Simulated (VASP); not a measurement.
Wanted: the native input for a VASP 6.6.1 run.

```yaml
Task: single point
Functional: PBE
Potentials_or_basis: VASP PAW PBE potentials, release 64 (Mn_pv, O)
Cutoff: 600 eV
k_mesh: 7 × 7 × 7
Occupations: fermi-dirac, width 0.05 eV
Spin: no spin polarisation
Dipole_correction: no
Further_INCAR_settings: ALGO = Normal; EDIFF = 1e-06; NBANDS = 16
```

The structure of MnO lies in POSCAR:

```
MnO
1.0
    0.0000000000      2.1029520000      2.1029520000
    2.1029520000      0.0000000000      2.1029520000
    2.1029520000      2.1029520000      0.0000000000
Mn O
1 1
Direct
    0.0000000000      0.0000000000      0.0000000000
    0.5000000000      0.5000000000      0.5000000000
```

The input as run:

INCAR

```
PREC = Accurate
ENCUT = 600
EDIFF = 1E-6
ISMEAR = -1
SIGMA = 0.05
LREAL = False
LASPH = True
NELM = 120
ALGO = Normal
ISIF = 2
LWAVE = False
LCHARG = False
GGA = PE
NBANDS = 16
GGA_COMPAT = False
```

KPOINTS

```
regular mesh
0
Gamma
  7 7 7
```

Potentials or basis: VASP PAW PBE potentials, release 64 (Mn_pv, O).

Command:

```bash
$ cat potpaw_PBE.64/Mn_pv/POTCAR potpaw_PBE.64/O/POTCAR > POTCAR
$ mpirun -np 1 vasp_std > vasp.out
```

It gave:

```yaml
Pressure: -14.6 GPa
```

Caveat: the k points lie up to 0.37 Å⁻¹ apart; an odd number of electrons without spin polarisation forces a metal; a magnetic or distorted state may lie lower; the run has no spin polarisation, though such a crystal can be magnetic.

Wall time 3.2 s on 1 thread of Intel(R) Xeon(R) 6975P-C (Granite Rapids) (shared host), peak memory 0.13 GiB.
